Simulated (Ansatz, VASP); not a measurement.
# Ge in VASP and in Ansatz

The input INCAR:

```
SYSTEM = Ge
ALGO = Normal ; EDIFF = 1E-6
ENCUT = 500 ; GGA = PE
GGA_COMPAT = .False. ; ISIF = 2
ISMEAR = 0 ; LASPH = .True.
LCHARG = .True. ; LELF = .True.
LREAL = .False. ; LVHAR = .True.
LWAVE = .False. ; NBANDS = 96
NELM = 120 ; PREC = Accurate
SIGMA = 0.1
```

Contents of KPOINTS:

```
k-points
0
Gamma
  4 4 4
  0 0 0
```

The input POSCAR:

```
Ge
1.0
    6.5656063400      0.0000000000      0.0000000000
    0.0000000000      6.5656063400      0.0000000000
    0.0000000000      0.0000000000      6.5790623700
Ge
12
Direct
    0.6278065100      0.6278065100      0.6250000000
    0.3721934900      0.3721934900      0.1250000000
    0.3721934900      0.6278065100      0.3750000000
    0.6278065100      0.3721934900      0.8750000000
    0.1594893800      0.5816881900      0.9103506100
    0.8405106200      0.4183118100      0.4103506100
    0.4183118100      0.1594893800      0.6603506100
    0.5816881900      0.8405106200      0.1603506100
    0.8405106200      0.5816881900      0.0896493900
    0.1594893800      0.4183118100      0.5896493900
    0.5816881900      0.1594893800      0.3396493900
    0.4183118100      0.8405106200      0.8396493900
```

Input for Ansatz:

```yaml
crystal:
  lattice:
    - [6.56560634, 0.0, 0.0]
    - [0.0, 6.56560634, 0.0]
    - [0.0, 0.0, 6.57906237]
  atoms:
    - { symbol: Ge, position: [0.62780651, 0.62780651, 0.625] }
    - { symbol: Ge, position: [0.37219349, 0.37219349, 0.125] }
    - { symbol: Ge, position: [0.37219349, 0.62780651, 0.375] }
    - { symbol: Ge, position: [0.62780651, 0.37219349, 0.875] }
    - { symbol: Ge, position: [0.15948938, 0.58168819, 0.91035061] }
    - { symbol: Ge, position: [0.84051062, 0.41831181, 0.41035061] }
    - { symbol: Ge, position: [0.41831181, 0.15948938, 0.66035061] }
    - { symbol: Ge, position: [0.58168819, 0.84051062, 0.16035061] }
    - { symbol: Ge, position: [0.84051062, 0.58168819, 0.08964939] }
    - { symbol: Ge, position: [0.15948938, 0.41831181, 0.58964939] }
    - { symbol: Ge, position: [0.58168819, 0.15948938, 0.33964939] }
    - { symbol: Ge, position: [0.41831181, 0.84051062, 0.83964939] }
basis:
  ecutwfc: 420
kpoints:
  mp_grid: { grid: [4, 4, 4] }
hamiltonian:
  xc: pbe
scf:
  occupations: { method: gaussian, width: 0.1 }
  lower_state_search: "off"
output:
  forces: true
  stress: true
  eigenvalues: true
```

Alike in both runs: task single point; functional PBE; k mesh 4 × 4 × 4; occupations gaussian, width 0.1 eV; no spin polarisation.

|  | VASP | Ansatz |
| --- | --- | --- |
| version | VASP 6.6.1 | Ansatz 0.2.0 |
| potentials or method | VASP PAW PBE potentials, release 64 (Ge_d), cutoff 500 eV | scalar-relativistic, plane waves, PAW |
| valence electrons in the cell | 168 | 168 |

```csv
,VASP,Ansatz,Ansatz less VASP
gap on the k mesh at the Fermi level (eV),none,none,-
pressure (GPa),11.5,11.6,+0.06
"traceless stress, the component that is largest in VASP (GPa)",1.26,1.27,+0.013
rms of the force components (eV/Å),0.570,0.569,-0.0005
```

Atom by atom the forces differ by 0.003 eV/Å (rms over components). A gap of «none» marks a metal or a gap that the smearing closes.
